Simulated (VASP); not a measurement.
# La8Ga8SiO24 (a cell with a defect) in VASP: single point with PBEsol

Aim: the single point of La8Ga8SiO24 (a cell with a defect) with PBEsol.

Program: VASP 6.6.1. These are calculated values, not measurements. Logs are shortened: lines on timing, memory, paths and dates and some standing lists are left out, and cuts for length are marked.

**1. The cell of the first run**

The cell holds a defect, 41 atoms: a = 7.729 Å, b = 7.729 Å, c = 7.729 Å, α = 90.00°, β = 90.00°, γ = 90.00°.

**2. Single point, PBEsol, collinear spin**

The input, INCAR:

```
PREC     = Accurate       # precision mode
ENCUT    = 520            # plane-wave cutoff, eV
EDIFF    = 1E-6           # SCF threshold, eV
ISMEAR   = -1             # smearing method
SIGMA    = 0.05           # smearing width, eV
LREAL    = Auto         
LASPH    = T              # aspherical terms in the spheres
NELM     = 200            # most SCF steps
ALGO     = Normal         # electronic algorithm
ISIF     = 2              # what is computed and relaxed
LWAVE    = F              # write WAVECAR
LCHARG   = F              # write CHGCAR
ISPIN    = 2              # spin polarisation
MAGMOM   = 0.083 0 0.083 0 0 0 0 0 0.083 0 0 0 0 0 0 0 0.083 0.083 0.083 0 0 0.083 0 0 0 0.083 0.083 0 0 0.083 0 0 0 0.083 0 0.083 0 0 0 0 0 # initial moments
LORBIT   = 11             # projections on sites
LMAXMIX  = 6              # l up to which the mixer works
GGA      = PS             # functional
NBANDS   = 200            # bands
NELECT   = 341.0        
ISYM     = -1           
GGA_COMPAT= F
```

The input, KPOINTS:

```
explicit points
1
Reciprocal
  0.25000000   0.25000000   0.25000000 1
```

The input, POSCAR:

```
La8Ga8SiO24
1.0
    7.7293080000      0.0000000000      0.0000000000
    0.0000000000      7.7293080000      0.0000000000
    0.0000000000      0.0000000000      7.7293080000
La Si Ga O
8 1 8 24
Direct
    0.9899990000      0.9372290000      0.9970840000
    0.9884010000      0.0133180000      0.5177520000
    0.9760900000      0.5455340000      0.0265120000
    0.9979450000      0.5066000000      0.4893100000
    0.5046810000      0.0010140000      0.9935160000
    0.5080130000      0.0091780000      0.5097380000
    0.4849500000      0.5015760000      0.0149240000
    0.5081780000      0.5054080000      0.4813480000
    0.2482130000      0.2338310000      0.2672560000
    0.2847050000      0.2843280000      0.7262040000
    0.2500920000      0.7761970000      0.2639290000
    0.2554780000      0.7506310000      0.7383720000
    0.7550060000      0.2479420000      0.2429520000
    0.7517770000      0.2614550000      0.7559560000
    0.7400570000      0.7613390000      0.2572050000
    0.7397960000      0.7486810000      0.7455320000
    0.0925320000      0.2486330000      0.9293560000
    0.2449130000      0.1179090000      0.0772620000
    0.2737320000      0.2988590000      0.4852360000
    0.2539780000      0.7545640000      0.0148380000
    0.2469450000      0.6933750000      0.4909940000
    0.7265230000      0.3065610000      0.0042570000
    0.7105920000      0.2274910000      0.4838350000
    0.7190300000      0.7283780000      0.0012300000
    0.7488930000      0.7910060000      0.4999380000
    0.0114620000      0.2340530000      0.2942950000
    0.9741550000      0.2825630000      0.6680850000
    0.9984370000      0.7606450000      0.2657600000
    0.9970470000      0.7080830000      0.7561620000
    0.4793540000      0.2517600000      0.2387290000
    0.5115150000      0.2055180000      0.7578860000
    0.4938230000      0.7422490000      0.2593510000
    0.5016240000      0.8152290000      0.7456140000
    0.2547820000      0.0099300000      0.3537580000
    0.2078090000      0.9873420000      0.7282460000
    0.2310030000      0.4538490000      0.2039050000
    0.3436030000      0.5253310000      0.7496840000
    0.7402490000      0.0031260000      0.2053730000
    0.7862790000      0.0037270000      0.7770730000
    0.7609700000      0.5080050000      0.2755680000
    0.7105650000      0.5070770000      0.7103690000
```

Potentials or basis: VASP PAW PBE potentials, release 64 (La, Si, Ga_d, O).

Run with:

```
$ cat potpaw_PBE.64/La/POTCAR potpaw_PBE.64/Si/POTCAR potpaw_PBE.64/Ga_d/POTCAR potpaw_PBE.64/O/POTCAR > POTCAR
$ mpirun -np 1 vasp_std > vasp.out
```

OUTCAR:

```text
PREC = Accurate
   ENCUT = 520
   EDIFF = 1E-6
   ISMEAR = -1
   LREAL = Auto
   LASPH = T
   NELM = 200
   ISIF = 2
   ISPIN = 2
   LORBIT = 11
   GGA = PS
   NELECT = 341.0
   ISYM = -1

 ion  position               nearest neighbor table
   1  0.990  0.937  0.997-  39 2.37  20 2.49  28 2.49  18 2.49  38 2.56  29 2.57  17 2.59  24 2.64
                            35 2.70   3 3.04  15 3.10  16 3.11  11 3.14  12 3.21
   2  0.988  0.013  0.518-  35 2.36  27 2.39  34 2.42  26 2.43  25 2.53  39 2.54  23 2.72  28 2.76
                            14 3.23   9 3.27
   3  0.976  0.546  0.027-  29 2.44  24 2.45  28 2.49  36 2.50  40 2.56  17 2.58  22 2.68  20 2.69
                             1 3.04  15 3.05  16 3.24   4 3.59
   4  0.998  0.507  0.489-  27 2.22  21 2.41  40 2.47  29 2.58  26 2.59  28 2.62  19 2.67  41 2.80
                             9 3.34   3 3.59
   5  0.505  0.001  0.994-  18 2.29  33 2.39  31 2.41  38 2.45  24 2.68  30 2.72  20 2.72  39 2.75
                            16 3.28  15 3.30   9 3.41
   6  0.508  0.009  0.510-  34 2.30  23 2.31  33 2.36  31 2.45  25 2.51  30 2.82  10 3.21   9 3.25
                            16 3.25  15 3.27  11 3.29
   7  0.485  0.502  0.015-  37 2.33  22 2.40  36 2.47  24 2.52  30 2.59  20 2.65  32 2.65  10 3.19
                             9 3.38   8 3.61
   8  0.508  0.505  0.481-  41 2.36  19 2.42  37 2.44  21 2.49  32 2.51  40 2.52  23 2.66  30 2.72
                            10 3.08  15 3.18   9 3.34   7 3.61
   9  0.248  0.234  0.267-  18 1.72  19 1.77  36 1.77  30 1.81  26 1.84  34 1.86  17 2.88   6 3.25
                             2 3.27   4 3.34   8 3.34   7 3.38   5 3.41
  10  0.285  0.284  0.726-  19 1.87  31 1.87  37 1.93  17 2.18  35 2.37  27 2.44   8 3.08   7 3.19
                             6 3.21
  11  0.250  0.776  0.264-  21 1.87  32 1.90  20 1.93  34 1.94  28 1.95   1 3.14   6 3.29
  12  0.255  0.751  0.738-  35 1.87  37 1.87  21 1.96  33 1.97  29 2.03  20 2.14   1 3.21
  13  0.755  0.248  0.243-  23 1.90  22 1.91  38 1.92  26 2.02  40 2.03  30 2.13
  14  0.752  0.261  0.756-  27 1.86  31 1.91  41 1.96  22 1.96  39 2.02  23 2.14   2 3.23
  15  0.740  0.761  0.257-  25 1.89  32 1.91  38 1.91  40 1.97  28 2.00  24 2.00   3 3.05   1 3.10
                             8 3.18   6 3.27   5 3.30
  16  0.740  0.749  0.746-  41 1.90  33 1.91  25 1.93  24 1.99  29 2.01  39 2.02   1 3.11   3 3.24
                             6 3.25   5 3.28
  17  0.093  0.249  0.929-  18 1.93  10 2.18  27 2.23   3 2.58   1 2.59   9 2.88
  18  0.245  0.118  0.077-   9 1.72  17 1.93   5 2.29   1 2.49
  19  0.274  0.299  0.485-   9 1.77  10 1.87   8 2.42   4 2.67
  20  0.254  0.755  0.015-  11 1.93  12 2.14   1 2.49   7 2.65   3 2.69   5 2.72
  21  0.247  0.693  0.491-  11 1.87  12 1.96   4 2.41   8 2.49
  22  0.727  0.307  0.004-  13 1.91  14 1.96   7 2.40   3 2.68
  23  0.711  0.227  0.484-  13 1.90  14 2.14   6 2.31   8 2.66   2 2.72
  24  0.719  0.728  0.001-  16 1.99  15 2.00   3 2.45   7 2.52   1 2.64   5 2.68
  25  0.749  0.791  0.500-  15 1.89  16 1.93   6 2.51   2 2.53
[... 205 lines left out ...]
 spin component 1

 k-point     1 :       0.2500    0.2500    0.2500
  band No.  band energies     occupation
      1     -22.6254      1.00000
      2     -22.5429      1.00000
      3     -22.5222      1.00000
      4     -22.4701      1.00000
      5     -22.4233      1.00000
      6     -22.3978      1.00000
[... 174 lines left out ...]
    181      12.3660      0.00000
    182      12.3889      0.00000
 Fermi energy:        11.1778048370

 spin component 2

 k-point     1 :       0.2500    0.2500    0.2500
  band No.  band energies     occupation
      1     -22.6179      1.00000
      2     -22.5398      1.00000
      3     -22.5179      1.00000
      4     -22.4477      1.00000
      5     -22.4211      1.00000
      6     -22.3236      1.00000
[... 174 lines left out ...]
    181      12.3825      0.00000
    182      12.4058      0.00000
 [bands above 182 left out]

------------------------ aborting loop because EDIFF is reached ----------------------------------------

  FORCE on cell =-STRESS in cart. coord.  units (eV):
  Direction    XX          YY          ZZ          XY          YZ          ZX
  --------------------------------------------------------------------------------------
  -------------------------------------------------------------------------------------
  Total       52.5893543     54.5975165     58.2902553     -0.9822838    -10.0891858      1.3337227
  in kB      182.4679447    189.4356141    202.2482160     -3.4082051    -35.0061914      4.6275837
  external PRESSURE =     191.3839249 kB  Pullay stress =       0.0000000 kB

 VOLUME and BASIS-vectors are now :
 -----------------------------------------------------------------------------
  energy-cutoff  :      520.00
  volume of cell :      461.77
      direct lattice vectors                 reciprocal lattice vectors
     7.729308000  0.000000000  0.000000000     0.129377688  0.000000000  0.000000000
     0.000000000  7.729308000  0.000000000     0.000000000  0.129377688  0.000000000
     0.000000000  0.000000000  7.729308000     0.000000000  0.000000000  0.129377688

 POSITION                                       TOTAL-FORCE (eV/Angst)
 -----------------------------------------------------------------------------------
      7.65201      7.24413      7.70677        -0.029784     -0.019619     -0.012713
      7.63966      0.10294      4.00186        -0.019976      0.002680      0.014919
      7.54450      4.21660      0.20492        -0.001508      0.005856      0.014580
      7.71342      3.91567      3.78203         0.003139     -0.000043     -0.002744
      3.90083      0.00784      7.67919        -0.005572     -0.001473     -0.003909
      3.92659      0.07094      3.93992         0.008448      0.005714     -0.008452
[... 33 lines left out ...]
      5.88177      3.92653      2.12995         0.017368     -0.004276      0.009463
      5.49218      3.91935      5.49066        -0.016570      0.000348     -0.020031
 -----------------------------------------------------------------------------------
    total drift:                                0.034380     -0.018165     -0.019318

  FREE ENERGIE OF THE ION-ELECTRON SYSTEM (eV)
  ---------------------------------------------------
  free  energy   TOTEN  =      -292.8758862921 eV

  energy  without entropy=     -292.8605893742  energy(sigma->0) =     -292.86823783

 total charge

# of ion       s       p       d       f       tot
--------------------------------------------------
    1        2.050   5.666   0.899   0.276   8.891
    2        2.037   5.693   0.677   0.259   8.666
    3        2.048   5.656   0.869   0.287   8.860
    4        2.034   5.692   0.677   0.270   8.673
    5        2.033   5.692   0.659   0.258   8.642
    6        2.038   5.691   0.719   0.279   8.727
[... 33 lines left out ...]
   40        1.557   3.497   0.000   0.000   5.054
   41        1.555   3.500   0.000   0.000   5.054
--------------------------------------------------
tot         60.523 137.245  87.993   2.141 287.902

 magnetization (x)

# of ion       s       p       d       f       tot
--------------------------------------------------
    1        0.010   0.003   0.101   0.043   0.157
    2        0.000   0.000   0.001   0.001   0.002
    3        0.012   0.007   0.108   0.050   0.177
    4        0.001  -0.000   0.006   0.005   0.012
    5        0.000  -0.000   0.002   0.001   0.003
    6        0.000   0.000   0.000   0.002   0.003
[... 33 lines left out ...]
   40        0.000  -0.000   0.000   0.000  -0.000
   41        0.001   0.002   0.000   0.000   0.003
--------------------------------------------------
tot          0.120   0.268   0.237   0.110   0.735
```

Wall time 9.2 min (1 thread of Intel Xeon 6975P-C (Granite Rapids), shared host); peak memory 0.75 GiB.

Results:

* Free energy: -292.8759 eV
* Largest force: 0.102 eV/Å
* Net moment: 0.93 μB per cell
* Site moments: La +0.16, +0.00, +0.18, +0.01 (each value once); Si +0.00; Ga +0.04, +0.01, +0.02, +0.00, +0.20 (each value once); O +0.00, +0.01, +0.02, -0.00 (each value once) μB
* Valence electrons inside the program's atomic spheres: La 8.89, 8.67, 8.86, 8.64, 8.73, 8.62 (each value once); Si 1.47; Ga 12.00, 11.84, 11.83, 11.74, 11.80, 11.88, 12.14 (each value once); O 5.15, 5.12, 5.02, 5.08, 5.04, 5.05, 5.07, 5.06, 5.03, 5.01, 5.10 (each value once)

Forces on the atoms (eV/Å):
```
La  -0.030 -0.020 -0.013
La  -0.020  0.003  0.015
La  -0.002  0.006  0.015
La   0.003  0.000 -0.003
La  -0.006 -0.001 -0.004
La   0.008  0.006 -0.008
La   0.008  0.002  0.007
La  -0.011  0.002  0.012
Si  -0.027  0.012  0.034
Ga  -0.030 -0.016  0.019
Ga  -0.003 -0.015  0.004
Ga   0.019 -0.005 -0.007
Ga   0.009  0.000 -0.021
Ga  -0.001  0.010  0.018
Ga  -0.001  0.006  0.003
Ga   0.002 -0.009 -0.003
Ga  -0.012  0.049 -0.008
O    0.048 -0.083 -0.037
O    0.004  0.010  0.027
O   -0.005  0.009  0.009
O    0.004 -0.028 -0.008
O   -0.005  0.010 -0.001
O   -0.021 -0.012  0.005
O   -0.005 -0.009  0.002
O    0.007  0.015  0.002
O    0.009 -0.006  0.016
O   -0.001 -0.004 -0.044
O    0.010 -0.005 -0.003
O    0.007 -0.010  0.015
O    0.033  0.016 -0.007
O    0.007 -0.017  0.002
O   -0.007 -0.019 -0.004
O   -0.018  0.022 -0.003
O   -0.004  0.018  0.018
O   -0.018  0.042  0.006
O   -0.015  0.053 -0.029
O    0.020 -0.010 -0.002
O    0.018  0.001 -0.022
O    0.023 -0.019  0.009
O    0.017 -0.004  0.009
O   -0.017  0.000 -0.020
```

Levels at points of the mesh, in eV from the Fermi level:
Spin up:
```tsv
k point	band 169	band 170	band 171	band 172	band 173	band 174
(0.25, 0.25, 0.25)	-2.59	-1.52	-0.17	0.49	0.75	0.83
```
Spin down:
| k point | band 167 | band 168 | band 169 | band 170 | band 171 | band 172 | band 173 | band 174 |
| --- | --- | --- | --- | --- | --- | --- | --- | --- |
| (0.25, 0.25, 0.25) | -4.14 | -4.01 | -2.46 | -1.37 | 0.17 | 0.55 | 0.79 | 0.87 |

Caveat: the cell carries a net charge on a neutralising background, which shifts energy and pressure; the cell is charged against a uniform background, so pressure and absolute levels hang on convention; the PAW data sets were made with another functional, which shifts forces and pressure a little; spin-orbit coupling is left out, which moves the levels of the heavy elements.
